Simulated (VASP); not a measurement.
# SnSe2 (R-3m) in VASP: single point with PBE+D3(BJ)

Aim: the single point of SnSe2 with PBE+D3(BJ).

Everything below comes from runs of VASP 6.6.1. Logs are shortened: lines on timing, memory, paths and dates and some standing lists are left out, and cuts for length are marked.

### 1 The cell of the first run

The structure is trigonal, space group R-3m (No. 166). Conventional cell: a = 3.839 Å, b = 3.839 Å, c = 36.070 Å, α = 90.00°, β = 90.00°, γ = 120.00°. Sn (site symmetry 3m) has 6 Se at 2.73 Å within 3.6 Å. Se (site symmetry 3m) has 3 Sn at 2.73 Å and 1 Se at 2.82 Å within 3.6 Å. Within 3.6 Å of Se (site symmetry 3m) lie 3 Sn at 2.73 Å and 3 Se at 3.59 Å.

### 2 Single point, PBE+D3(BJ)

INCAR reads:

```
  ALGO = Normal
  EDIFF = 1E-6
  ENCUT = 520
  GGA = PE
  ISIF = 2
  ISMEAR = 0
  ISYM = 0
  IVDW = 12
  LASPH = True
  LCHARG = False
  LREAL = False
  LWAVE = False
  NBANDS = 35
  NELM = 60
  PREC = Accurate
  SIGMA = 0.03
```

KPOINTS reads:

```
k-points
0
Gamma
  10 10 3
```

POSCAR reads:

```
SnSe2
1.0
   -3.8390485956      0.0000000000      0.0000000000
   -1.9195242978     -3.3247136102      0.0000000000
   -3.8390485956     -2.2164757401     12.0232622210
Sn Se
2 4
Direct
   -0.5000000000     -0.5000000000      0.7500000000
   -0.1666666667     -0.1666666667      0.2500000000
   -0.2550509987     -0.2550509987      0.8825764980
    0.0782823347      0.0782823347      0.3825764980
    0.5883843320      0.5883843320      0.1174235020
    0.2550509987      0.2550509987      0.6174235020
```

Potentials or basis: VASP PAW PBE potentials, release 64 (Sn_d, Se).

Launch:

```bash
> cat potpaw_PBE.64/Sn_d/POTCAR potpaw_PBE.64/Se/POTCAR > POTCAR
> mpirun -np 1 vasp_std > vasp.out
```

OUTCAR:

```text
EDIFF = 1E-6
   ENCUT = 520
   GGA = PE
   ISIF = 2
   ISMEAR = 0
   ISYM = 0
   IVDW = 12
   LASPH = True
   LREAL = False
   NELM = 60
   PREC = Accurate
 IVDW          = 12

 ion  position               nearest neighbor table
   1  0.500  0.500  0.750-   3 2.73   6 2.73   6 2.73   3 2.73   3 2.73   6 2.73
   2  0.833  0.833  0.250-   5 2.73   4 2.73   4 2.73   5 2.73   5 2.73   4 2.73
   3  0.745  0.745  0.883-   1 2.73   1 2.73   1 2.73
   4  0.078  0.078  0.383-   2 2.73   2 2.73   2 2.73
   5  0.588  0.588  0.117-   2 2.73   2 2.73   2 2.73
   6  0.255  0.255  0.617-   1 2.73   1 2.73   1 2.73

IMPORTANT INFORMATION: All symmetrisations will be switched off!
NOSYMM: (Re-)initialisation of all symmetry stuff for point group C_1.

----------------------------------------------------------------------------------------

                                     Primitive cell

  volume of cell :     153.4618

  direct lattice vectors                    reciprocal lattice vectors
    -3.839048596  0.000000000  0.000000000    -0.260481204  0.150388893 -0.055448068
    -1.919524298 -3.324713610  0.000000000     0.000000000 -0.300777786 -0.055448068
    -3.839048596 -2.216475740 12.023262221     0.000000000  0.000000000  0.083172103

  length of vectors
     3.839048596  3.839048596 12.814440810     0.305845983  0.305845983  0.083172103

  position of ions in fractional coordinates (direct lattice)
     0.500000000  0.500000000  0.750000000
     0.833333333  0.833333333  0.250000000
     0.744949001  0.744949001  0.882576498
     0.078282335  0.078282335  0.382576498
     0.588384332  0.588384332  0.117423502
     0.255050999  0.255050999  0.617423502

  ion indices of the primitive-cell ions
   primitive index   ion index
                 1           1
                 2           2
                 3           3
                 4           4
                 5           5
                 6           6

----------------------------------------------------------------------------------------

 KPOINTS: k-points

Automatic generation of k-mesh.
 Grid dimensions read from file:
 generate k-points for:   10   10    3

 Generating k-lattice:

  Cartesian coordinates                     Fractional coordinates (reciprocal lattice)
    -0.026048120  0.015038889 -0.005544807     0.100000000  0.000000000  0.000000000
     0.000000000 -0.030077779 -0.005544807     0.000000000  0.100000000  0.000000000
     0.000000000  0.000000000  0.027724034     0.000000000  0.000000000  0.333333333

  Length of vectors
     0.030584598  0.030584598  0.027724034

  Shift w.r.t. Gamma in fractional coordinates (k-lattice)
     0.000000000  0.000000000  0.000000000

 -----------------------------------------------------------------------------
|                                                                             |
|           W    W    AA    RRRRR   N    N  II  N    N   GGGG   !!!           |
|           W    W   A  A   R    R  NN   N  II  NN   N  G    G  !!!           |
|           W    W  A    A  R    R  N N  N  II  N N  N  G       !!!           |
|           W WW W  AAAAAA  RRRRR   N  N N  II  N  N N  G  GGG   !            |
|           WW  WW  A    A  R   R   N   NN  II  N   NN  G    G                |
|           W    W  A    A  R    R  N    N  II  N    N   GGGG   !!!           |
|                                                                             |
|     Your reciprocal lattice and k-lattice belong to different lattice       |
|     classes:                                                                |
|                                                                             |
|        The reciprocal lattice is rhombohedral (trigonal),                   |
|        whereas your k-lattice is base-centered monoclinic.                  |
|                                                                             |
|     Results are often still useful ...                                      |
|                                                                             |
 -----------------------------------------------------------------------------

 WARNING: IBZKPT: internal override: KBLOWUP is changed to .FALSE.
      ... skipping the blow-up phase ...

 Subroutine IBZKPT returns following result:
 ===========================================

 Found    152 irreducible k-points:

 Following reciprocal coordinates:
            Coordinates               Weight
  0.000000  0.000000  0.000000      1.000000
  0.100000  0.000000  0.000000      2.000000
  0.200000  0.000000  0.000000      2.000000
  0.300000 -0.000000  0.000000      2.000000
  0.400000 -0.000000  0.000000      2.000000
  0.500000  0.000000  0.000000      1.000000
[... 16 lines left out ...]
 -0.400000  0.200000  0.000000      2.000000
 -0.300000  0.200000  0.000000      2.000000
 [... further k-points ...]
   k-points           NKPTS =    152   k-points in BZ     NKDIM =    152   number of bands    NBANDS=     35
   number of dos      NEDOS =    301   number of ions     NIONS =      6
   total plane-waves  NPLWV =  86400
   dimension x,y,z NGX =    30 NGY =   30 NGZ =   96
   dimension x,y,z NGXF=    60 NGYF=   60 NGZF=  192
   ions per type =               2   4
   NGX,Y,Z   is equivalent  to a cutoff of  12.99, 12.99, 12.45 a.u.
   NGXF,Y,Z  is equivalent  to a cutoff of  25.98, 25.98, 24.91 a.u.
 SYSTEM =  unknown system
   PREC   = accura    normal or accurate (medium, high low for compatibility)
   ISTART =      0    job   : 0-new  1-cont  2-samecut
   ICHARG =      2    charge: 1-file 2-atom 10-const
   ISPIN  =      1    spin polarized calculation?
   LNONCOLLINEAR =      F non collinear calculations
   LSORBIT =      F    spin-orbit coupling
   LASPH  =      T    aspherical Exc in radial PAW
   ENCUT  =  520.0 eV  38.22 Ry    6.18 a.u.   7.14  7.14 23.83*2*pi/ulx,y,z
   NELM   =     60;   NELMIN=  2; NELMDL= -5     # of ELM steps
   EDIFF  = 0.1E-05   stopping-criterion for ELM
   LREAL  =      F    real-space projection
   EDIFFG = 0.1E-04   stopping-criterion for IOM
   NSW    =      0    number of steps for IOM
   IBRION =     -1    ionic relax: 0-MD 1-quasi-New 2-CG
   NFREE  =      0    steps in history (QN), initial steepest desc. (CG)
   ISIF   =      2    stress and relaxation
   ISYM   =      0    0-nonsym 1-usesym 2-fastsym
   POTIM  = 0.5000    time-step for ionic-motion
   TEBEG  =    0.0;   TEEND  =   0.0 temperature during run
   PSTRESS=    0.0 pullay stress
   NELECT =      52.0000    total number of electrons
   NUPDOWN=      -1.0000    fix difference up-down
   EMIN   =  10.00;   EMAX   =-10.00  energy-range for DOS
   EFERMI =   0.00;   METHOD = LEGACY
   ISMEAR =     0;   SIGMA  =   0.03  broadening in eV -4-tet -1-fermi 0-gaus
   EFERMI_NEDOS =   21; number of points for ismear=-14 and -15
   IALGO  =     38    algorithm
   IMIX   =      4    mixing-type and parameters
     AMIX     =   0.40;   BMIX     =  1.00
     AMIX_MAG =   1.60;   BMIX_MAG =  1.00
  volume/ion in A,a.u.               =      25.58       172.60
  Fermi-wavevector in a.u.,A,eV,Ry     =   1.141325  2.156791 17.723250  1.302622
  Thomas-Fermi vector in A             =   2.278025
   LORBIT       =      0    0 simple, 1 ext, 2 COOP (PROOUT), +10 PAW based schemes
   GGA     = PE    functional components
   LHFCALC =     F    Hartree Fock is set to
   AEXX    =    0.0000 exact exchange contribution
   IVDW    =    12    specifies the selected vdW correction
   LEPSILON=     F    determine dielectric tensor
   LRPA    =     F    only Hartree local field effects (RPA)
 non-spin polarized calculation
 Gauss-broadening in eV      SIGMA  =   0.03
  energy-cutoff  :      520.00
  volume of cell :      153.46
 maximum number of plane-waves:      4163
 NGX is ok and might be reduce to    30
   NGX = 15   NGY = 15   NGZ = 47

 number of electron      52.0000005 magnetization

 Free energy of the ion-electron system (eV)
  ---------------------------------------------------
  ext. energy  EPLUGINS =         0.00000000
  ---------------------------------------------------
  free energy    TOTEN  =       -23.18443556 eV

  energy without entropy =      -23.18386475  energy(sigma->0) =      -23.18415015

 E-fermi :   4.7540     XC(G=0):  -9.5306

 val. band max:        4.7302939652   @ k =   0.3000   0.5000   0.0000
 cond. band min:       4.7580498252   @ k =   0.0000   0.0000   0.0000
 fundamental gap:      0.0277558600
 Fermi energy:         4.7540056164

 k-point     1 :       0.0000    0.0000    0.0000
  band No.  band energies     occupation
      1     -16.8946      2.00000
      2     -16.8945      2.00000
      3     -16.8945      2.00000
      4     -16.8945      2.00000
      5     -16.8660      2.00000
      6     -16.8659      2.00000
[... 27 lines left out ...]
     34       8.7652      0.00000
     35      11.7968      0.00000

 k-point     2 :       0.1000    0.0000    0.0000
  band No.  band energies     occupation
      1     -16.8987      2.00000
      2     -16.8986      2.00000
      3     -16.8913      2.00000
      4     -16.8913      2.00000
      5     -16.8635      2.00000
      6     -16.8634      2.00000
[... 27 lines left out ...]
     34       9.0892      0.00000
     35      11.6823      0.00000

 k-point     3 :       0.2000    0.0000    0.0000
  band No.  band energies     occupation
      1     -16.9106      2.00000
      2     -16.9104      2.00000
      3     -16.8844      2.00000
      4     -16.8844      2.00000
      5     -16.8612      2.00000
      6     -16.8611      2.00000
[... 27 lines left out ...]
     34       9.6869      0.00000
     35      10.8195      0.00000

 k-point     4 :       0.3000   -0.0000    0.0000
  band No.  band energies     occupation
      1     -16.9266      2.00000
      2     -16.9263      2.00000
      3     -16.8794      2.00000
      4     -16.8794      2.00000
      5     -16.8662      2.00000
      6     -16.8662      2.00000
[... 27 lines left out ...]
     34      10.1768      0.00000
     35      10.6551      0.00000

 k-point     5 :       0.4000   -0.0000    0.0000
  band No.  band energies     occupation
      1     -16.9399      2.00000
      2     -16.9396      2.00000
      3     -16.8779      2.00000
      4     -16.8778      2.00000
      5     -16.8705      2.00000
      6     -16.8704      2.00000
[... 638 lines left out ...]
 k-point    22 :       0.5000    0.2000    0.0000
  band No.  band energies     occupation
      1     -16.9284      2.00000
      2     -16.9281      2.00000
      3     -16.8913      2.00000
      4     -16.8911      2.00000
      5     -16.8609      2.00000
      6     -16.8608      2.00000
[... 27 lines left out ...]
     34      10.5914      0.00000
     35      10.9669      0.00000

 k-point    23 :      -0.4000    0.2000    0.0000
  band No.  band energies     occupation
      1     -16.9301      2.00000
      2     -16.9297      2.00000
      3     -16.8930      2.00000
      4     -16.8929      2.00000
      5     -16.8614      2.00000
      6     -16.8614      2.00000
[... 27 lines left out ...]
     34      10.3349      0.00000
     35      11.0440      0.00000

 k-point    24 :      -0.3000    0.2000    0.0000
  band No.  band energies     occupation
      1     -16.9285      2.00000
      2     -16.9281      2.00000
      3     -16.8912      2.00000
      4     -16.8911      2.00000
      5     -16.8609      2.00000
      6     -16.8608      2.00000
[... 27 lines left out ...]
     34      10.4994      0.00000
     35      11.0446      0.00000

 [... further k-points ...]

------------------------ aborting loop because EDIFF is reached ----------------------------------------

 Edisp (eV)   -2.17626

 E8    (eV) :    -0.9509

  FORCE on cell =-STRESS in cart. coord.  units (eV):
  Direction    XX          YY          ZZ          XY          YZ          ZX
  --------------------------------------------------------------------------------------
  -------------------------------------------------------------------------------------
  Total       0.24482     0.24381     4.94522     0.00088     0.00039     0.00067
  in kB       2.55598     2.54548    51.62929     0.00917     0.00403     0.00702
  external pressure =       18.91 kB  Pullay stress =        0.00 kB

 VOLUME and BASIS-vectors are now :
 -----------------------------------------------------------------------------
  energy-cutoff  :      520.00
  volume of cell :      153.46
      direct lattice vectors                 reciprocal lattice vectors
    -3.839048596  0.000000000  0.000000000    -0.260481204  0.150388893 -0.055448068
    -1.919524298 -3.324713610  0.000000000     0.000000000 -0.300777786 -0.055448068
    -3.839048596 -2.216475740 12.023262221     0.000000000  0.000000000  0.083172103

 POSITION                                       TOTAL-FORCE (eV/Angst)
 -----------------------------------------------------------------------------------
     -5.75857     -3.32471      9.01745        -0.000229     -0.000133     -0.329684
     -5.75857     -3.32471      3.00582         0.000230      0.000131      0.329684
     -7.67810     -4.43295     10.61145        -0.000182     -0.000104     -0.636932
     -1.91952     -1.10824      4.59982         0.000456      0.000264      0.166584
     -3.83905     -2.21648      1.41181         0.000182      0.000105      0.636932
     -3.83905     -2.21648      7.42344        -0.000457     -0.000263     -0.166584
 -----------------------------------------------------------------------------------
    total drift:                                0.000001     -0.000005      0.000001

  FREE ENERGIE OF THE ION-ELECTRON SYSTEM (eV)
  ---------------------------------------------------
  free  energy   TOTEN  =       -25.3606999103 eV

  energy  without entropy=      -25.3601291086  energy(sigma->0) =      -25.36041451
```

It took 8.9 min on 1 thread of AMD EPYC 9R45 (Zen 5), shared host; peak memory 0.72 GiB.

Results:

- Free energy: -25.3607 eV
- Pressure: 1.9 GPa
- Largest force: 0.637 eV/Å
- Band gap on the k mesh: zero (band 26 reaches 4.76 eV, above the bottom of band 27 at 4.67 eV)
- Dispersion energy per atom: -0.363 eV

Forces in eV/Å, atoms in the order of the input:
```
Sn   0.000  0.000 -0.330
Sn   0.000  0.000  0.330
Se   0.000  0.000 -0.637
Se   0.000  0.000  0.167
Se   0.000  0.000  0.637
Se   0.000  0.000 -0.167
```

Caveat: spin-orbit coupling is left out, which moves the levels of the heavy elements; pairwise dispersion overbinds metals, which lowers pressure and volume.
